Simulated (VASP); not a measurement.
A run of VASP 6.6.1:

INCAR

```
PREC = Accurate
ENCUT = 520
EDIFF = 1E-6
ISMEAR = -1
SIGMA = 0.1
LREAL = F
LASPH = T
NELM = 150
ALGO = Normal
ISIF = 2
LWAVE = F
LCHARG = T
ISPIN = 2
MAGMOM = 0 1
LORBIT = 11
LMAXMIX = 4
GGA = PE
LELF = T
LVHAR = T
NBANDS = 18
```

The input KPOINTS:

```
Automatic mesh
0
Gamma
  7 7 7
```

POSCAR

```
AlNi
1.0
    2.8464400000     -0.0132800000     -0.0236700000
   -0.0132800000      2.8658200000     -0.0001300000
   -0.0236700000     -0.0001300000      2.9247500000
Al Ni
1 1
Direct
    0.9994100000      0.0032500000      0.0032900000
    0.5014546109      0.4880834870      0.5061486259
```

Potentials or basis: VASP PAW PBE potentials, release 64 (Al, Ni).

Command:

```bash
$ cat potpaw_PBE.64/Al/POTCAR potpaw_PBE.64/Ni/POTCAR > POTCAR
$ mpirun -np 1 vasp_std > vasp.out
```

Hardware: 1 thread of Intel(R) Xeon(R) 6975P-C (Granite Rapids), with other jobs on the host.

**Question.** Estimate the wall time of this run.

**Answer.** Wall time 41 s on 1 thread of Intel(R) Xeon(R) 6975P-C (Granite Rapids), on a shared host, peak memory 0.23 GiB. Counts: scf iterations 14, k points 172.
